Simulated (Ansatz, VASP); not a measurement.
# Two plane-wave programs on Ca

```xyz
1
Lattice="0.0000 2.7754 2.7754 2.7754 0.0000 2.7754 2.7754 2.7754 0.0000" Properties=species:S:1:pos:R:3 pbc="T T T"
Ca    0.0000    0.0000    0.0000
```

Change from the starting cell: volume scaled by 0.98, PAW files.

Alike in both runs: task electric field gradients; functional PBEsol; k mesh 11 × 11 × 11; occupations fermi-dirac, width 0.05 eV; no spin polarisation.

|  | VASP | Ansatz |
| --- | --- | --- |
| version | VASP 6.6.1 | Ansatz 0.2.0 |
| potentials or method | VASP PAW PBE potentials, release 64 (Ca_sv) | PAW with Ansatz's default frozen-core files, scalar-relativistic |
| plane-wave cutoff (eV) | 520 | 420 |
| valence electrons in the cell | 10 | 10 |

|  | VASP | Ansatz | Ansatz less VASP |
| --- | --- | --- | --- |
| pressure (GPa) | -0.9 | -0.9 | -0.01 |

VASP's potentials were made for PBE, not for PBEsol. The functional is the same, so the differences come from potentials, cutoffs and numerics.
